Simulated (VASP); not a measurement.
Input of a VASP 6.6.1 run:

The input POSCAR:

```
Be
1.0
    2.2339934169      0.0000000000      0.0000000000
   -1.1169967085      1.9346950509      0.0000000000
    0.0000000000      0.0000000000      3.5131277833
Be
2
Direct
    0.3333333333      0.6666666667      0.2500000000
    0.6666666667      0.3333333333      0.7500000000
```

File INCAR.step1:

```
  PREC = Accurate
  ENCUT = 520
  ISMEAR = -1
  SIGMA = 0.1
  LREAL = F
  LASPH = T
  NELM = 100
  NBANDS = 9
  GGA = PE
  ALGO = Normal
  EDIFF = 1E-4
  LWAVE = T
  LCHARG = F
```

Contents of INCAR.step2:

```
  PREC = Accurate
  ENCUT = 520
  EDIFF = 1E-6
  ISMEAR = -1
  SIGMA = 0.1
  LREAL = F
  LASPH = T
  NELM = 100
  ALGO = Normal
  ISIF = 2
  LWAVE = F
  LCHARG = T
  METAGGA = R2SCAN
  LMIXTAU = T
  LELF = T
  LVHAR = T
  NBANDS = 9
  ISTART = 1
```

Contents of KPOINTS:

```
Automatic mesh
0
Gamma
  26 26 15
```

Potentials or basis: VASP PAW PBE potentials, release 64 (Be).

Run with:

```bash
$ cat potpaw_PBE.64/Be/POTCAR > POTCAR
$ cp INCAR.step1 INCAR
$ mpirun -np 1 vasp_std > vasp.out
$ cp INCAR.step2 INCAR
$ mpirun -np 1 vasp_std > vasp.out
```

(1) What does it give for the pressure?

(2) What does it give for the band gap on the k mesh?

Answers

(1) 5.7 GPa.

(2) zero (bands 2 and 3 overlap by 1.87 eV).

Caveat: the cell stands under pressure; the PAW data sets were made with another functional, which shifts forces and pressure a little.
